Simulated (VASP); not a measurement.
WC (Qusongite), 2 atoms in the cell. Symmetry: P-6m2, No. 187, hexagonal system. The conventional cell has a = 2.907 Å, b = 2.907 Å, c = 2.837 Å, α = 90.00°, β = 90.00°, γ = 120.00°. W (site symmetry -6m2) has 6 C at 2.20 Å and 2 W at 2.84 Å within 2.9 Å. Within 2.9 Å of C (site symmetry -6m2) lie 6 W at 2.20 Å and 2 C at 2.84 Å. 

* Program: VASP 6.6.1
* Task: relaxation of cell and atoms
* Functional: PBE
* Dispersion: D3(BJ)
* Potentials or basis: VASP PAW PBE potentials, release 64 (W_sv, C)
* Cutoff: 600 eV
* k mesh: 11 × 11 × 10
* Occupations: methfessel-paxton, width 0.1 eV
* Spin: no spin polarisation
* Dipole correction: no
* Further INCAR settings: ALGO = Normal; EDIFF = 1e-07; IBRION = 2; EDIFFG = -0.01; NSW = 60; ISIF = 3

Potentials or basis: VASP PAW PBE potentials, release 64 (W_sv, C).

The run is started by

```console
$ cat potpaw_PBE.64/W_sv/POTCAR potpaw_PBE.64/C/POTCAR > POTCAR
$ mpirun -np 1 vasp_std > vasp.out
```

Hardware: 1 thread of Intel Xeon 6975P-C, on a shared host.

**Question.** How long does it take, and how much memory?

**Answer.** Run time: 79 s on 1 thread of Intel Xeon 6975P-C, on a shared host, peak memory 0.18 GiB. Counts: scf iterations 29, k points 96, ion steps 3.
